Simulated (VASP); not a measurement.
# Sr (Cmcm) in VASP: notebook, part 2 of 2

VASP 6.6.1. The steps go on from the part before.

## 3. Single point, PBEsol

File INCAR:

```
SYSTEM = Sr
PREC = Accurate
ENCUT = 520
EDIFF = 1E-6
ISMEAR = 0
SIGMA = 0.15
LREAL = .False.
LASPH = .True.
NELM = 80
ALGO = Fast
ISIF = 2
LWAVE = .False.
LCHARG = .False.
GGA = PS
NBANDS = 17
```

File KPOINTS:

```
regular mesh
0
Gamma
  12 12 8
  0 0 0
```

File POSCAR:

```
Sr
1.0
    3.7891347171      0.0000000000      0.0000000000
   -1.8945673585      3.8140224666      0.0000000000
    0.0000000000      0.0000000000      7.1997538023
Sr
2
Direct
    0.3333333333      0.6666666667      0.2500000000
    0.6666666667      0.3333333333      0.7500000000
```

Potentials or basis: VASP PAW PBE potentials, release 64 (Sr_sv).

Run with:

```console
> cat potpaw_PBE.64/Sr_sv/POTCAR > POTCAR
> mpirun -np 1 vasp_std > vasp.out
```

Wall time 2.6 min (1 thread of Intel Xeon 6975P-C (Granite Rapids), shared host); peak memory 0.45 GiB.

The run converged. Its results:

```yaml
Free_energy: -3.5595 eV
Pressure: 0.2 GPa
Largest_force: 0.109 eV/Å
Band_gap_on_the_k_mesh: zero (bands 10 and 11 overlap by 0.26 eV)
```

Forces on the atoms (eV/Å):
```
Sr   0.000  0.109  0.000
Sr   0.000 -0.109  0.000
```

Stress tensor (GPa, compression positive):
```
 3.08  0.00  0.00
 0.00 -1.12  0.00
 0.00  0.00 -1.29
```

Levels at points of the mesh, in eV from the Fermi level:
```csv
k point,band 7,band 8,band 9,band 10,band 11,band 12,band 13,band 14
"(0.00, 0.00, 0.00)",-18.28,-18.26,-3.69,-1.35,-0.08,1.72,1.92,2.13
"(0.50, 0.00, 0.00)",-18.35,-18.34,-0.79,-0.27,0.05,0.47,1.28,2.01
"(0.00, 0.50, 0.00)",-18.32,-18.29,-1.31,-0.71,-0.04,0.23,1.04,1.42
"(0.00, 0.00, 0.50)",-18.27,-18.27,-2.81,-2.81,1.05,1.05,1.80,1.80
"(0.50, 0.00, 0.50)",-18.35,-18.35,-0.66,-0.66,0.54,0.54,1.43,1.43
"(0.00, 0.50, 0.50)",-18.30,-18.30,-1.01,-1.01,0.09,0.09,1.13,1.13
```

Caveat: the cell differs from its parent crystal (strain +e along x and -e along y -0.0733, strain +e along z and -e/2 along x and y +0.0467); the PAW data sets were made with another functional, which shifts forces and pressure a little.

## 4. Single point, PBEsol

File INCAR:

```
SYSTEM = Sr
ALGO = Fast
EDIFF = 1E-6
ENCUT = 520
GGA = PS
ISIF = 2
ISMEAR = 0
LASPH = .TRUE.
LCHARG = .FALSE.
LREAL = .FALSE.
LWAVE = .FALSE.
NBANDS = 17
NELM = 80
PREC = Accurate
SIGMA = 0.15
```

File KPOINTS:

```
k-points
0
G
  12 12 8
  0 0 0
```

File POSCAR:

```
Sr
1.0
    4.4040537956      0.0000000000      0.0000000000
   -2.2020268978      3.2814869234      0.0000000000
    0.0000000000      0.0000000000      7.1997538023
Sr
2
Direct
    0.3333333333      0.6666666667      0.2500000000
    0.6666666667      0.3333333333      0.7500000000
```

Potentials or basis: VASP PAW PBE potentials, release 64 (Sr_sv).

Run with:

```console
> cat potpaw_PBE.64/Sr_sv/POTCAR > POTCAR
> mpirun -np 1 vasp_std > vasp.out
```

OUTCAR:

```text
SYSTEM = Sr
   EDIFF = 1E-6
   ENCUT = 520
   GGA = PS
   ISIF = 2
   ISMEAR = 0
   LASPH = .TRUE.
   LREAL = .FALSE.
   NELM = 80
   PREC = Accurate

 ion  position               nearest neighbor table
   1  0.333  0.667  0.250-   2 4.21   2 4.21   2 4.36   2 4.36   2 4.36   2 4.36
   2  0.667  0.333  0.750-   1 4.21   1 4.21   1 4.36   1 4.36   1 4.36   1 4.36

  Warning from LATTYP: Monoclinic adjustment (A1->A3, A2->A1, A3->A2)!
  LATTYP: Found a base centered orthorhombic cell.
 ALAT       =     4.4040537956
 B/A-ratio  =     1.4902120073
 C/A-ratio  =     1.6348015116

  Lattice vectors:

 A1 = (   2.2020268978,  -3.2814869234,   0.0000000000)
 A2 = (   2.2020268978,   3.2814869234,   0.0000000000)
 A3 = (   0.0000000000,   0.0000000000,   7.1997538023)

Analysis of symmetry for initial positions (statically):
=====================================================================
 Subroutine PRICEL returns:
 Original cell was already a primitive cell.

 Routine SETGRP: Setting up the symmetry group for a
 base centered orthorhombic supercell.

 Subroutine GETGRP returns: Found  8 space group operations
 (whereof  4 operations were pure point group operations)
[... 168 lines left out ...]
 E-fermi :   1.6410     XC(G=0):  -7.6036

 val. band max:        1.6404734042   @ k =   0.4167   0.0833   0.0000
 cond. band min:       1.6421181233   @ k =   0.5000   0.0833   0.0000
 fundamental gap:      0.0016447190
 Fermi energy:         1.6410075955

 k-point     1 :       0.0000    0.0000    0.0000
  band No.  band energies     occupation
      1     -34.7756      2.00000
      2     -34.7628      2.00000
      3     -16.8683      2.00000
      4     -16.6759      2.00000
      5     -16.6714      2.00000
      6     -16.6695      2.00000
[... 457 lines left out ...]
      4     -16.8832      2.00000
      5     -16.7681      2.00000
      6     -16.7454      2.00000
[... 9 lines left out ...]
     16       5.2747      0.00000
     17       5.8844      0.00000

 [... further k-points ...]

------------------------ aborting loop because EDIFF is reached ----------------------------------------

  FORCE on cell =-STRESS in cart. coord.  units (eV):
  Direction    XX          YY          ZZ          XY          YZ          ZX
  --------------------------------------------------------------------------------------
  -------------------------------------------------------------------------------------
  Total       -0.1950370      1.2856382     -0.8122879      0.0000000     -0.0000000      0.0000000
  in kB       -3.0032168     19.7965001    -12.5077630      0.0000000     -0.0000000      0.0000000
  external PRESSURE =       1.4285068 kB  Pullay stress =       0.0000000 kB

 VOLUME and BASIS-vectors are now :
 -----------------------------------------------------------------------------
  energy-cutoff  :      520.00
  volume of cell :      104.05
      direct lattice vectors                 reciprocal lattice vectors
     4.404053796  0.000000000  0.000000000     0.227063530  0.152369950  0.000000000
    -2.202026898  3.281486923  0.000000000     0.000000000  0.304739901  0.000000000
     0.000000000  0.000000000  7.199753802     0.000000000  0.000000000  0.138893638

 POSITION                                       TOTAL-FORCE (eV/Angst)
 -----------------------------------------------------------------------------------
     -0.00000      2.18766      1.79994         0.000000     -0.106809      0.000000
      2.20203      1.09383      5.39982         0.000000      0.106809      0.000000
 -----------------------------------------------------------------------------------
    total drift:                               -0.000000      0.000000     -0.000000

  FREE ENERGIE OF THE ION-ELECTRON SYSTEM (eV)
  ---------------------------------------------------
  free  energy   TOTEN  =        -3.5933224349 eV

  energy  without entropy=       -3.5654640417  energy(sigma->0) =       -3.57939324
```

Wall time 2.8 min (1 thread of Intel Xeon 6975P-C (Granite Rapids), shared host); peak memory 0.46 GiB.

Results:

| Property | Result |
| --- | --- |
| Free energy | -3.5933 eV |
| Pressure | 0.1 GPa |
| Largest force | 0.107 eV/Å |
| Band gap on the k mesh | zero (bands 10 and 11 overlap by 0.34 eV) |

Forces on the atoms (eV/Å):
```
Sr   0.000 -0.107  0.000
Sr   0.000  0.107  0.000
```

Stress tensor (GPa, compression positive):
```
-0.30  0.00  0.00
 0.00  1.98  0.00
 0.00  0.00 -1.25
```

Caveat: the cell differs from its parent crystal (strain +e along x and -e along y +0.0733, strain +e along z and -e/2 along x and y +0.0467); the PAW data sets were made with another functional, which shifts forces and pressure a little.

## 5. Overview

```csv
cell,gap on the mesh (eV),pressure (GPa),largest force (eV/Å)
"a = 3.740, b = 4.210, c = 7.360 Å, angles 90.0, 90.0, 116.4°, 2 atoms",none,0.3,0.10
"a = 3.789, b = 4.259, c = 7.200 Å, angles 90.0, 90.0, 116.4°, 2 atoms",none,0.2,0.11
"a = 4.404, b = 3.952, c = 7.200 Å, angles 90.0, 90.0, 123.9°, 2 atoms",none,0.1,0.11
```

Alike in all rows: task single point; level PBEsol; potentials or basis VASP PAW PBE potentials, release 64 (Sr_sv); no spin polarisation; k mesh 12 × 12 × 8; cutoff (eV) 520; smearing gaussian 0.15 eV.

Caveats: the PAW data sets were made with another functional, which shifts forces and pressure a little; the stress differs along the axes, from -2 to 4 GPa (at least some runs).

Absolute energies hang on the potentials; compare differences alone.
